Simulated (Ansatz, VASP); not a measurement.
As: VASP beside Ansatz

```xyz
2
Lattice="1.7951 1.0364 5.0543 -1.7951 1.0364 5.0543 0.0000 -2.0728 5.0543" Properties=species:S:1:pos:R:3 pbc="T T T"
As    0.0000    0.0000   11.9534
As    0.0000    0.0000    3.2094
```

Alike in both runs: task single point; functional r2SCAN; k mesh 3 × 3 × 3; occupations fermi-dirac, width 0.1 eV; no spin polarisation.

|  | VASP | Ansatz |
| --- | --- | --- |
| version | VASP 6.6.1 | Ansatz 0.2.0 |
| potentials or method | VASP PAW PBE potentials, release 64 (As), cutoff 520 eV | plane waves (500 eV) with PAW, scalar-relativistic |
| valence electrons in the cell | 10 | 30 |

Ansatz gave:

```
pressure (GPa)                                                : 2.1
traceless stress, the component that is largest in VASP (GPa) : -4.55
```

Problem. Which values does VASP return?

Solution. Pressure (GPa): 2.3; traceless stress, the component that is largest in VASP (GPa): -4.49.

VASP's potentials were made for PBE, not for r2SCAN. With one functional, cell and mesh, what is left measures potentials, basis and numerics. VASP's potentials hold 10 valence electrons a cell and Ansatz's 30, so a difference there can come from the potentials and not from the codes.

The k mesh is coarse, so the values compare programs but aren't converged.
